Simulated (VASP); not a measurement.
Set up this calculation in VASP 6.6.1, as the native input.

* Task: single point
* Functional: PBE
* Potentials or basis: VASP PAW PBE potentials, release 64 (Mn_pv, Cr_pv, C, N)
* Cutoff: 520 eV
* k mesh: 4 × 4 × 4
* Occupations: gaussian, width 0.1 eV
* Spin: collinear spin, ferromagnetic start
* Starting moments: [-4.0, -3.0, 0.0, 0.0, 0.0, 0.0, 0.0, 0.0, 0.0, 0.0] μB
* Dipole correction: no
* Further INCAR settings: ALGO = Normal; EDIFF = 1e-06; NBANDS = 46

The structure of MnCrC4N4 lies in POSCAR:

```
MnCrC4N4
1.0
    5.9328513700      0.0000000000      0.0000000000
    0.0000000000      5.9328513700      0.0000000000
    0.0000000000      0.0000000000      5.9328513700
Mn Cr C N
1 1 4 4
Direct
    0.5000000000      0.5000000000      0.5000000000
    0.0000000000      0.0000000000      0.0000000000
    0.1885947800      0.1885947800      0.1885947800
    0.1885947800      0.8114052200      0.8114052200
    0.8114052200      0.1885947800      0.8114052200
    0.8114052200      0.8114052200      0.1885947800
    0.3024523200      0.3024523200      0.3024523200
    0.3024523200      0.6975476800      0.6975476800
    0.6975476800      0.3024523200      0.6975476800
    0.6975476800      0.6975476800      0.3024523200
```

One way to write it, as run:

INCAR

```
SYSTEM = MnCrC4N4
ALGO     = Normal         ! electronic algorithm
EDIFF    = 1E-6           ! SCF threshold, eV
ENCUT    = 520            ! plane-wave cutoff, eV
GGA      = PE             ! functional
ISIF     = 2              ! what is computed and relaxed
ISMEAR   = 0              ! smearing method
ISPIN    = 2              ! spin polarisation
LASPH    = .True.         ! aspherical terms in the spheres
LCHARG   = .True.         ! write CHGCAR
LELF     = .True.         ! ELF
LMAXMIX  = 4              ! l up to which the mixer works
LORBIT   = 11             ! projections on sites
LREAL    = .False.        ! projectors in reciprocal space
LVHAR    = .True.       
LWAVE    = .False.        ! write WAVECAR
MAGMOM   = -4 -3 0 0 0 0 0 0 0 0 ! initial moments
NBANDS   = 46             ! bands
NELM     = 150            ! most SCF steps
PREC     = Accurate       ! precision mode
SIGMA    = 0.1            ! smearing width, eV
```

KPOINTS

```
k-points
0
Gamma
  4 4 4
  0 0 0
```

Potentials or basis: VASP PAW PBE potentials, release 64 (Mn_pv, Cr_pv, C, N).

The run is started by

```console
$ cat potpaw_PBE.64/Mn_pv/POTCAR potpaw_PBE.64/Cr_pv/POTCAR potpaw_PBE.64/C/POTCAR potpaw_PBE.64/N/POTCAR > POTCAR
$ mpirun -np 1 vasp_std > vasp.out
```

Results of the run:

```json
{
  "Pressure": "-3.6 GPa",
  "Largest force": "3.861 eV/Å",
  "Net moment": "-0.62 μB per cell",
  "Site moments": "Mn -0.12; Cr -0.48; C +0.01; N -0.01 μB",
  "Valence electrons inside the program's atomic spheres": "Mn 11.44; Cr 10.99; C 2.61; N 3.87"
}
```

Caveat: the cell stands under tension; forces of over 1 eV/Å act on the atoms, so gaps and moduli don't describe the material at rest.

Wall time 4.6 min on 1 thread of Intel(R) Xeon(R) Platinum 8488C (Sapphire Rapids), with other jobs on the host, peak memory 0.48 GiB.
